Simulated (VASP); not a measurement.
A run of VASP 6.6.1 is set up as follows.

The input INCAR:

```
SYSTEM = Nb16H3C
  PREC = Accurate
  ENCUT = 520
  EDIFF = 1E-6
  ISMEAR = 0
  SIGMA = 0.1
  LREAL = Auto
  LASPH = .True.
  NELM = 80
  ALGO = Normal
  ISIF = 2
  LWAVE = .False.
  LCHARG = .False.
  GGA = PE
  IVDW = 12
  NBANDS = 124
```

File KPOINTS:

```
regular mesh
0
Gamma
  3 4 1
  0 0 0
```

Contents of POSCAR:

```
Nb16H3C
1.0
    6.6000000000      0.0000000000      0.0000000000
    3.3000000000      4.6669050000      0.0000000000
    0.0000000000      0.0000000000     20.0003570000
Nb C H
16 1 3
Direct
   -0.2499999464      0.4999998929      0.0499991075
    0.2500000536      0.4999998929      0.0499991075
   -0.2500000000      1.0000000000      0.0499991075
    0.2500000000      1.0000000000      0.0499991075
   -0.0021044059     -0.0037333093      0.1610889746
    0.4961489656     -0.0039730828      0.1611774730
   -0.0021273677      0.4962183717      0.1614302185
    0.4972875920      0.4956987554      0.1616902138
   -0.2595110071      0.4924953476      0.2770693543
    0.2399256706      0.4914016891      0.2772333014
   -0.2604270141      0.9923716039      0.2759388245
    0.2406277559      0.9912475184      0.2788092733
   -0.0184006332     -0.0078850973      0.3918805549
    0.4850036214     -0.0152081519      0.3933805782
   -0.0198197954      0.4959959545      0.3854174703
    0.4847855638      0.4786570543      0.3890911047
    0.2849759905      0.8075546856      0.4800526811
    0.3769800015      0.5834860577      0.4995476331
    0.3651600577      0.8979156422      0.5101371441
    0.0912101695      0.9172532974      0.5003570686
```

Potentials or basis: VASP PAW PBE potentials, release 64 (Nb_sv, C, H).

Launch:

```sh
$ cat potpaw_PBE.64/Nb_sv/POTCAR potpaw_PBE.64/C/POTCAR potpaw_PBE.64/H/POTCAR > POTCAR
$ mpirun -np 1 vasp_std > vasp.out
```

(1) What does it give for the largest force?

(2) Predict the band gap on the k mesh.

(3) What does it give for the dispersion energy per atom?

Results:

(1) 0.181 eV/Å.

(2) zero (an odd number of electrons rules out a gap without spin polarisation).

(3) -0.464 eV.

Caveat: there is no dipole correction, which matters where the two faces differ.
